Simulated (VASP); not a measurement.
# TiAl2: single point with LDA

TiAl2:

```
CELL_PARAMETERS angstrom
1.93982 -5.99812 0.00000
1.93982 5.99812 0.00000
0.00000 0.00000 4.05449
ATOMIC_POSITIONS crystal
Ti 0.65606 0.34394 0.00000
Ti 0.34394 0.65606 0.00000
Al 0.00000 0.00000 0.00000
Al 0.82698 0.17302 0.50000
Al 0.17302 0.82698 0.50000
Al 0.50000 0.50000 0.50000
```

```yaml
Program: VASP 6.6.1
Task: single point
Functional: LDA
Potentials_or_basis: VASP PAW LDA potentials, release 64 (Ti_sv, Al)
Cutoff: 520 eV
k_mesh: 12 × 12 × 12
Occupations: gaussian, width 0.15 eV
Spin: no spin polarisation
```

```yaml
Pressure: -4.1 GPa
Largest_force: 0.063 eV/Å
Band_gap_on_the_k_mesh: zero (band 18 reaches 9.18 eV, above the bottom of band 19 at 7.79 eV)
```

Forces on the atoms (eV/Å):
```
Ti   0.000 -0.063  0.000
Ti   0.000  0.063  0.000
Al   0.000  0.000  0.000
Al   0.000  0.014  0.000
Al   0.000 -0.014  0.000
Al   0.000  0.000  0.000
```

Stress tensor (GPa, compression positive):
```
-3.03  0.00  0.00
 0.00 -2.87  0.00
 0.00  0.00 -6.47
```

Levels at points of the mesh, in eV from the Fermi level:
```
           k point  band 14  band 15  band 16  band 17  band 18  band 19  band 20  band 21  band 22  band 23
(0.00, 0.00, 0.00)    -1.70    -1.47    -0.88    -0.47    -0.42     0.34     0.49     0.92     0.97     1.10
(0.50, 0.00, 0.00)    -1.88    -1.79    -1.38    -0.99    -0.39     0.77     1.08     1.29     1.46     1.72
(0.50, 0.50, 0.00)    -2.00    -1.64    -1.20    -0.84    -0.44     0.19     1.11     1.16     1.31     1.57
(0.00, 0.00, 0.50)    -2.49    -1.47    -0.75    -0.16     0.07     0.51     0.89     1.09     1.37     1.41
(0.50, 0.00, 0.50)    -3.60    -2.34    -1.72    -1.44    -1.09    -0.54     1.08     1.14     1.37     1.58
(0.50, 0.50, 0.50)    -2.05    -1.90    -0.84     0.14     0.77     0.80     1.29     1.36     1.75     1.85
```

It took 25 min on 1 thread of Intel(R) Xeon(R) 6975P-C (Granite Rapids), on a shared host, peak memory 0.67 GiB.
